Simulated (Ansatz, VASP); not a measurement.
# One calculation of CdTe, two programs

INCAR

```
  PREC = Accurate
  ENCUT = 520
  EDIFF = 1E-6
  ISMEAR = 0
  SIGMA = 0.05
  LREAL = F
  LASPH = T
  NELM = 100
  ALGO = Normal
  ISIF = 2
  LWAVE = F
  LCHARG = T
  GGA = CA
  LELF = T
  LVHAR = T
  NBANDS = 16
```

KPOINTS

```
Automatic mesh
0
Gamma
  8 8 8
```

File POSCAR:

```
CdTe
1.0
    0.0000000000      3.2050000000      3.2050000000
    3.2050000000      0.0000000000      3.2050000000
    3.2050000000      3.2050000000      0.0000000000
Cd Te
1 1
Direct
    0.0000000000      0.0000000000      0.0000000000
    0.7500000000      0.7500000000      0.7500000000
```

Input for Ansatz:

```yaml
crystal:
  lattice:
    - [0.0, 3.205, 3.205]
    - [3.205, 0.0, 3.205]
    - [3.205, 3.205, 0.0]
  atoms:
    - { symbol: Cd, position: [0.0, 0.0, 0.0] }
    - { symbol: Te, position: [0.75, 0.75, 0.75] }
basis:
  ecutwfc: 420
kpoints:
  mp_grid: { grid: [8, 8, 8] }
hamiltonian:
  xc: lda
  pseudopotentials: { kind: paw }
scf:
  occupations: { method: gaussian, width: 0.05 }
output:
  forces: true
  stress: true
  eigenvalues: true
  write_density: true
  write_potential: true
  elf: true
  volumetric_format: npy
```

Alike in both runs: task single point; functional LDA; k mesh 8 × 8 × 8; occupations gaussian, width 0.05 eV; no spin polarisation.

|  | VASP | Ansatz |
| --- | --- | --- |
| version | VASP 6.6.1 | Ansatz 0.2.0 |
| potentials or method | VASP PAW LDA potentials, release 64 (Cd, Te), cutoff 520 eV | scalar-relativistic, plane waves, PAW |
| valence electrons in the cell | 18 | 36 |

Ansatz gave:

```
gap on the k mesh at the Fermi level (eV) : 0.61
least direct gap on the mesh (eV)         : 0.61
pressure (GPa)                            : 0.0
```

Q: Estimate VASP's values.

A: gap on the k mesh at the Fermi level (eV): 0.65; least direct gap on the mesh (eV): 0.65; pressure (GPa): 0.2.

LDA's correlation is that of Perdew and Zunger in VASP and of Perdew and Wang (1992) in Ansatz. VASP's potentials hold 18 valence electrons a cell and Ansatz's 36, so a difference there can come from the potentials and not from the codes.

Neither program's run includes spin-orbit coupling.
